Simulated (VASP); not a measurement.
Runs of VASP 6.6.1 on K. The structure is that of space group P6_3/mmc (No. 194), or close to it. The cells are those of the table. This isn't the form of K at room conditions, which is bcc.

```csv
task,cell,cutoff (eV),gap on the mesh (eV),pressure (GPa)
single point,"a = 3.750, b = 3.750, c = 12.177 Å, angles 90.0, 90.0, 120.0°, 4 atoms",520,none,8.0
relaxation of cell and atoms,"relaxed to 8 GPa from a = 3.985, b = 3.985, c = 12.948 Å, angles 90.0, 90.0, 120.0°, 4 atoms",600,none,8.0
single point,"a = 4.093, b = 4.093, c = 13.297 Å, angles 90.0, 90.0, 120.0°, 4 atoms",520,none,2.9
single point,"a = 4.658, b = 4.658, c = 15.148 Å, angles 90.0, 90.0, 120.0°, 4 atoms",520,none,(a)
relaxation of cell and atoms,"relaxed to 30 GPa from a = 3.360, b = 3.360, c = 11.113 Å, angles 90.0, 90.0, 120.0°, 4 atoms",600,none,30.0
```

Alike in all rows: level PBEsol; potentials or basis VASP PAW PBE potentials, release 64 (K_sv); no spin polarisation; k mesh 12 × 12 × 4; smearing gaussian 0.1 eV.

Fill in the values left out.

(a) 0.0.

Caveats: the PAW data sets were made with another functional, which shifts forces and pressure a little; the cell is relaxed towards a set pressure, so the run minimises the enthalpy, not the energy (at least some runs); the cell stands under pressure (at least some runs).

A gap of «none» marks levels without a gap at the run's occupations.
